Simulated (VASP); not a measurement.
# B (P4/mmm) in VASP: a series of runs

The runs below take B through single point, with PBE.

Everything below comes from runs of VASP 6.6.1. Logs are shortened: lines on timing, memory, paths and dates and some standing lists are left out, and cuts for length are marked.

## 1. The cell of the first run

Symmetry: P4/mmm, No. 123, tetragonal system. The conventional cell has a = 2.314 Å, b = 2.314 Å, c = 1.564 Å, α = 90.00°, β = 90.00°, γ = 90.00°. Within 2.1 Å of B (site symmetry 4/mmm) lie 2 B at 1.56 Å.

## 2. Single point, PBE

INCAR

```
SYSTEM = B
PREC = Accurate
ENCUT = 500
EDIFF = 1E-6
ISMEAR = -1
SIGMA = 0.05
LREAL = .FALSE.
LASPH = .TRUE.
NELM = 120
ALGO = Normal
ISIF = 2
LWAVE = .FALSE.
LCHARG = .FALSE.
GGA = PE
NBANDS = 8
GGA_COMPAT = .FALSE.
```

KPOINTS

```
regular mesh
0
G
  11 11 16
  0 0 0
```

POSCAR

```
B
1.0
    2.3144019239      0.0000000000      0.0000000000
    0.0000000000      2.3144019239      0.0000000000
    0.0000000000      0.0000000000      1.5643577781
B
1
Direct
    0.5000000000      0.5000000000      0.5000000000
```

Potentials or basis: VASP PAW PBE potentials, release 64 (B).

Started as:

```
> cat potpaw_PBE.64/B/POTCAR > POTCAR
> mpirun -np 1 vasp_std > vasp.out
```

OUTCAR:

```text
SYSTEM = B
   PREC = Accurate
   ENCUT = 500
   EDIFF = 1E-6
   ISMEAR = -1
   LREAL = .FALSE.
   LASPH = .TRUE.
   NELM = 120
   ISIF = 2
   GGA = PE

 ion  position               nearest neighbor table
   1  0.500  0.500  0.500-

  LATTYP: Found a simple tetragonal cell.
 ALAT       =     2.3144019239
 C/A-ratio  =     0.6759231238

  Lattice vectors:

 A1 = (   2.3144019239,   0.0000000000,   0.0000000000)
 A2 = (   0.0000000000,   2.3144019239,   0.0000000000)
 A3 = (   0.0000000000,   0.0000000000,   1.5643577781)

Analysis of symmetry for initial positions (statically):
=====================================================================
 Subroutine PRICEL returns:
 Original cell was already a primitive cell.

 Routine SETGRP: Setting up the symmetry group for a
 simple tetragonal supercell.

 Subroutine GETGRP returns: Found 16 space group operations
 (whereof 16 operations were pure point group operations)
 out of a pool of 16 trial point group operations.

The static configuration has the point symmetry D_4h.

Analysis of symmetry for dynamics (positions and initial velocities):
=====================================================================
 Subroutine PRICEL returns:
 Original cell was already a primitive cell.

 Routine SETGRP: Setting up the symmetry group for a
 simple tetragonal supercell.

 Subroutine GETGRP returns: Found 16 space group operations
 (whereof 16 operations were pure point group operations)
 out of a pool of 16 trial point group operations.

The dynamic configuration has the point symmetry D_4h.

 Subroutine INISYM returns: Found 16 space group operations
 (whereof 16 operations are pure point group operations),
 and found     1 'primitive' translations

----------------------------------------------------------------------------------------

                                     Primitive cell

  volume of cell :       8.3794

  direct lattice vectors                    reciprocal lattice vectors
     2.314401924  0.000000000  0.000000000     0.432077069  0.000000000  0.000000000
     0.000000000  2.314401924  0.000000000     0.000000000  0.432077069  0.000000000
     0.000000000  0.000000000  1.564357778     0.000000000  0.000000000  0.639239958

  length of vectors
     2.314401924  2.314401924  1.564357778     0.432077069  0.432077069  0.639239958

  position of ions in fractional coordinates (direct lattice)
     0.500000000  0.500000000  0.500000000

  ion indices of the primitive-cell ions
   primitive index   ion index
                 1           1

----------------------------------------------------------------------------------------

 KPOINTS: regular mesh

Automatic generation of k-mesh.
 Grid dimensions read from file:
 generate k-points for:   11   11   16

 Generating k-lattice:

  Cartesian coordinates                     Fractional coordinates (reciprocal lattice)
     0.039279734  0.000000000  0.000000000     0.090909091  0.000000000  0.000000000
     0.000000000  0.039279734  0.000000000     0.000000000  0.090909091  0.000000000
     0.000000000  0.000000000  0.039952497     0.000000000  0.000000000  0.062500000

  Length of vectors
     0.039279734  0.039279734  0.039952497

  Shift w.r.t. Gamma in fractional coordinates (k-lattice)
     0.000000000  0.000000000  0.000000000

 Subroutine IBZKPT returns following result:
 ===========================================

 Found    189 irreducible k-points:

 Following reciprocal coordinates:
            Coordinates               Weight
  0.000000  0.000000  0.000000      1.000000
  0.090909  0.000000  0.000000      4.000000
  0.181818  0.000000  0.000000      4.000000
  0.272727  0.000000  0.000000      4.000000
  0.363636  0.000000  0.000000      4.000000
  0.454545  0.000000  0.000000      4.000000
[... 16 lines left out ...]
  0.090909  0.000000  0.062500      8.000000
  0.181818  0.000000  0.062500      8.000000
 [... further k-points ...]
   k-points           NKPTS =    189   k-points in BZ     NKDIM =    189   number of bands    NBANDS=      8
   number of dos      NEDOS =    301   number of ions     NIONS =      1
   total plane-waves  NPLWV =   3888
   dimension x,y,z NGX =    18 NGY =   18 NGZ =   12
   dimension x,y,z NGXF=    36 NGYF=   36 NGZF=   24
   ions per type =               1
   NGX,Y,Z   is equivalent  to a cutoff of  12.93, 12.93, 12.75 a.u.
   NGXF,Y,Z  is equivalent  to a cutoff of  25.86, 25.86, 25.51 a.u.
 SYSTEM =  B
   PREC   = accura    normal or accurate (medium, high low for compatibility)
   ISTART =      0    job   : 0-new  1-cont  2-samecut
   ICHARG =      2    charge: 1-file 2-atom 10-const
   ISPIN  =      1    spin polarized calculation?
   LNONCOLLINEAR =      F non collinear calculations
   LSORBIT =      F    spin-orbit coupling
   LASPH  =      T    aspherical Exc in radial PAW
   ENCUT  =  500.0 eV  36.75 Ry    6.06 a.u.   4.22  4.22  2.85*2*pi/ulx,y,z
   NELM   =    120;   NELMIN=  2; NELMDL= -5     # of ELM steps
   EDIFF  = 0.1E-05   stopping-criterion for ELM
   LREAL  =      F    real-space projection
   EDIFFG = 0.1E-04   stopping-criterion for IOM
   NSW    =      0    number of steps for IOM
   IBRION =     -1    ionic relax: 0-MD 1-quasi-New 2-CG
   NFREE  =      0    steps in history (QN), initial steepest desc. (CG)
   ISIF   =      2    stress and relaxation
   ISYM   =      2    0-nonsym 1-usesym 2-fastsym
   POTIM  = 0.5000    time-step for ionic-motion
   TEBEG  =    0.0;   TEEND  =   0.0 temperature during run
   PSTRESS=    0.0 pullay stress
   NELECT =       3.0000    total number of electrons
   NUPDOWN=      -1.0000    fix difference up-down
   EMIN   =  10.00;   EMAX   =-10.00  energy-range for DOS
   EFERMI =   0.00;   METHOD = LEGACY
   ISMEAR =    -1;   SIGMA  =   0.05  broadening in eV -4-tet -1-fermi 0-gaus
   EFERMI_NEDOS =   21; number of points for ismear=-14 and -15
   IALGO  =     38    algorithm
   IMIX   =      4    mixing-type and parameters
     AMIX     =   0.40;   BMIX     =  1.00
     AMIX_MAG =   1.60;   BMIX_MAG =  1.00
  volume/ion in A,a.u.               =       8.38        56.55
  Fermi-wavevector in a.u.,A,eV,Ry     =   1.162458  2.196728 18.385678  1.351309
  Thomas-Fermi vector in A             =   2.299019
   LORBIT       =      0    0 simple, 1 ext, 2 COOP (PROOUT), +10 PAW based schemes
   GGA     = PE    functional components
   LHFCALC =     F    Hartree Fock is set to
   AEXX    =    0.0000 exact exchange contribution
   IVDW    =     0    specifies the selected vdW correction
   LEPSILON=     F    determine dielectric tensor
   LRPA    =     F    only Hartree local field effects (RPA)
 non-spin polarized calculation
  energy-cutoff  :      500.00
  volume of cell :        8.38
 maximum number of plane-waves:       222
 NGX is ok and might be reduce to    18
   NGX =  9   NGY =  9   NGZ =  5

 number of electron       3.0000000 magnetization

 Free energy of the ion-electron system (eV)
  ---------------------------------------------------
  ext. energy  EPLUGINS =         0.00000000
  ---------------------------------------------------
  free energy    TOTEN  =        -5.65138233 eV

  energy without entropy =       -5.64942672  energy(sigma->0) =       -5.65040453

 E-fermi :   5.3694     XC(G=0): -11.1799

 val. band max:        5.2563719435   @ k =   0.3636   0.3636   0.1875
 cond. band min:       5.3816772688   @ k =   0.2727   0.1818   0.1875
 fundamental gap:      0.1253053253
 Fermi energy:         5.3694376831

 k-point     1 :       0.0000    0.0000    0.0000
  band No.  band energies     occupation
      1      -8.9403      2.00000
      2       9.9547      0.00000
      3       9.9547      0.00000
      4      19.8867      0.00000
      5      21.2588      0.00000
      6      32.6542      0.00000
      7      42.1169      0.00000
      8      42.1169      0.00000

 k-point     2 :       0.0909    0.0000    0.0000
  band No.  band energies     occupation
      1      -8.7515      2.00000
      2       8.6306      0.00000
      3      10.0807      0.00000
      4      20.6714      0.00000
      5      22.2239      0.00000
      6      32.7133      0.00000
      7      38.7366      0.00000
      8      40.2680      0.00000

 k-point     3 :       0.1818    0.0000    0.0000
  band No.  band energies     occupation
      1      -8.1862      2.00000
      2       5.9442      0.00002
      3      10.4367      0.00000
      4      21.4054      0.00000
      5      25.2652      0.00000
      6      32.8751      0.00000
      7      35.0077      0.00000
      8      37.7539      0.00000

 k-point     4 :       0.2727    0.0000    0.0000
  band No.  band energies     occupation
      1      -7.2495      2.00000
      2       3.0806      2.00000
      3      10.9495      0.00000
      4      22.2992      0.00000
      5      27.9730      0.00000
      6      31.9159      0.00000
      7      33.0947      0.00000
      8      36.7704      0.00000

 k-point     5 :       0.3636    0.0000    0.0000
  band No.  band energies     occupation
      1      -5.9588      2.00000
      2       0.4190      2.00000
      3      11.4806      0.00000
      4      23.4891      0.00000
      5      28.0728      0.00000
      6      29.6515      0.00000
      7      33.3048      0.00000
      8      39.0888      0.00000

 k-point     6 :       0.4545    0.0000    0.0000
  band No.  band energies     occupation
      1      -4.4294      2.00000
      2      -1.8137      2.00000
      3      11.8316      0.00000
      4      24.9587      0.00000
      5      26.6105      0.00000
      6      28.4305      0.00000
      7      33.4338      0.00000
      8      42.8413      0.00000

 k-point     7 :       0.0909    0.0909    0.0000
  band No.  band energies     occupation
      1      -8.5630      2.00000
      2       8.4577      0.00000
      3       9.1067      0.00000
      4      22.1189      0.00000
      5      22.4178      0.00000
      6      32.7719      0.00000
      7      35.6389      0.00000
      8      42.6767      0.00000

 k-point     8 :       0.1818    0.0909    0.0000
  band No.  band energies     occupation
      1      -7.9989      2.00000
      2       6.0447      0.00000
      3       9.2737      0.00000
      4      22.6284      0.00000
      5      25.3065      0.00000
      6      32.6937      0.00000
      7      32.9320      0.00000
      8      40.8593      0.00000

 k-point     9 :       0.2727    0.0909    0.0000
  band No.  band energies     occupation
      1      -7.0645      2.00000
      2       3.2221      2.00000
      3       9.8426      0.00000
      4      22.9435      0.00000
      5      27.1561      0.00000
      6      32.0346      0.00000
      7      33.1493      0.00000
      8      38.8907      0.00000

 k-point    10 :       0.3636    0.0909    0.0000
  band No.  band energies     occupation
      1      -5.7779      2.00000
      2       0.5811      2.00000
      3      10.4653      0.00000
      4      22.8630      0.00000
      5      26.9410      0.00000
      6      32.6663      0.00000
      7      33.3572      0.00000
      8      39.8116      0.00000
[... 78 lines left out ...]
 k-point    18 :       0.4545    0.2727    0.0000
  band No.  band energies     occupation
      1      -2.8876      2.00000
      2      -0.3207      2.00000
      3       6.3549      0.00000
      4      15.1828      0.00000
      5      33.8114      0.00000
      6      34.1735      0.00000
      7      39.4600      0.00000
      8      47.7952      0.00000

 k-point    19 :       0.3636    0.3636    0.0000
  band No.  band energies     occupation
      1      -3.1308      2.00000
      2       1.9269      2.00000
      3       4.0516      2.00000
      4      14.0343      0.00000
      5      33.8773      0.00000
      6      37.7682      0.00000
      7      37.9538      0.00000
      8      51.7582      0.00000

 k-point    20 :       0.4545    0.3636    0.0000
  band No.  band energies     occupation
      1      -1.7148      2.00000
      2       0.5991      2.00000
      3       4.0469      2.00000
      4      12.4724      0.00000
      5      33.9895      0.00000
      6      38.3819      0.00000
      7      40.9718      0.00000
      8      52.1955      0.00000

 k-point    21 :       0.4545    0.4545    0.0000
  band No.  band energies     occupation
      1      -0.3000      2.00000
      2       1.1033      2.00000
      3       2.2549      2.00000
      4      10.8531      0.00000
      5      34.0983      0.00000
      6      41.5996      0.00000
      7      41.6062      0.00000
      8      52.8243      0.00000

 k-point    22 :       0.0000    0.0000    0.0625
  band No.  band energies     occupation
      1      -8.7600      2.00000
      2      10.1695      0.00000
      3      10.1695      0.00000
      4      20.1255      0.00000
      5      20.9671      0.00000
      6      31.7660      0.00000
      7      42.2921      0.00000
      8      42.2921      0.00000

 k-point    23 :       0.0909    0.0000    0.0625
  band No.  band energies     occupation
      1      -8.5713      2.00000
      2       8.8363      0.00000
      3      10.2953      0.00000
      4      20.7443      0.00000
      5      22.1120      0.00000
      6      31.7469      0.00000
      7      38.9492      0.00000
      8      40.8104      0.00000

 k-point    24 :       0.1818    0.0000    0.0625
  band No.  band energies     occupation
      1      -8.0067      2.00000
      2       6.1419      0.00000
      3      10.6503      0.00000
      4      21.3421      0.00000
      5      25.3362      0.00000
      6      31.6289      0.00000
      7      35.2326      0.00000
      8      38.7237      0.00000

 [... further k-points ...]
[... 5 lines left out ...]
  --------------------------------------------------------------------------------------
  -------------------------------------------------------------------------------------
  Total        0.0659518      0.0659518      0.9702967      0.0000000     -0.0000000      0.0000000
  in kB       12.6102433     12.6102433    185.5245894      0.0000000     -0.0000000      0.0000000
  external PRESSURE =      70.2483586 kB  Pullay stress =       0.0000000 kB

 VOLUME and BASIS-vectors are now :
 -----------------------------------------------------------------------------
  energy-cutoff  :      500.00
  volume of cell :        8.38
      direct lattice vectors                 reciprocal lattice vectors
     2.314401924  0.000000000  0.000000000     0.432077069  0.000000000  0.000000000
     0.000000000  2.314401924  0.000000000     0.000000000  0.432077069  0.000000000
     0.000000000  0.000000000  1.564357778     0.000000000  0.000000000  0.639239958

 POSITION                                       TOTAL-FORCE (eV/Angst)
 -----------------------------------------------------------------------------------
      1.15720      1.15720      0.78218         0.000000      0.000000      0.000000
 -----------------------------------------------------------------------------------
    total drift:                                0.000000      0.000000     -0.000000

  FREE ENERGIE OF THE ION-ELECTRON SYSTEM (eV)
  ---------------------------------------------------
  free  energy   TOTEN  =        -5.6513823300 eV

  energy  without entropy=       -5.6494267220  energy(sigma->0) =       -5.65040453
```

Wall time 11 s (1 thread of Intel Xeon 8259CL, shared host); peak memory 0.11 GiB.

What came out:

```yaml
Free_energy: -5.6514 eV
Pressure: 7.0 GPa
```

## 3. Single point, PBE

This run uses another cell than the first one, of 8.55 Å³/atom, 1.021 times its volume.

INCAR

```
SYSTEM = B
PREC = Accurate
ENCUT = 500
EDIFF = 1E-6
ISMEAR = -1
SIGMA = 0.05
LREAL = .False.
LASPH = .True.
NELM = 120
ALGO = Normal
ISIF = 2
LWAVE = .False.
LCHARG = .False.
GGA = PE
NBANDS = 8
GGA_COMPAT = .False.
```

KPOINTS

```
Automatic mesh
0
Gamma
  11 11 16
  0 0 0
```

POSCAR

```
B
1.0
    2.3303638209      0.0000000000      0.0000000000
    0.0000000000      2.3303638209      0.0000000000
    0.0000000000      0.0000000000      1.5751467934
B
1
Direct
    0.5000000000      0.5000000000      0.5000000000
```

Potentials or basis: VASP PAW PBE potentials, release 64 (B).

Started as:

```
> cat potpaw_PBE.64/B/POTCAR > POTCAR
> mpirun -np 1 vasp_std > vasp.out
```

Wall time 13 s (1 thread of Intel Xeon 8259CL, shared host); peak memory 0.11 GiB.

Results (log left out):

| Property | Result |
| --- | --- |
| Free energy | -5.6570 eV |
| Pressure | 3.2 GPa |

Stress tensor (GPa, compression positive):
```
0.00 0.00 0.00
0.00 0.00 0.00
0.00 0.00 9.48
```

Levels at points of the mesh, in eV from the Fermi level:
```
           k point  band 1  band 2  band 3  band 4
(0.00, 0.00, 0.00)  -14.15    4.50    4.50   14.40
(0.00, 0.00, 0.50)   -6.05    1.48   13.81   13.81
```

[end of part 1 of 2]
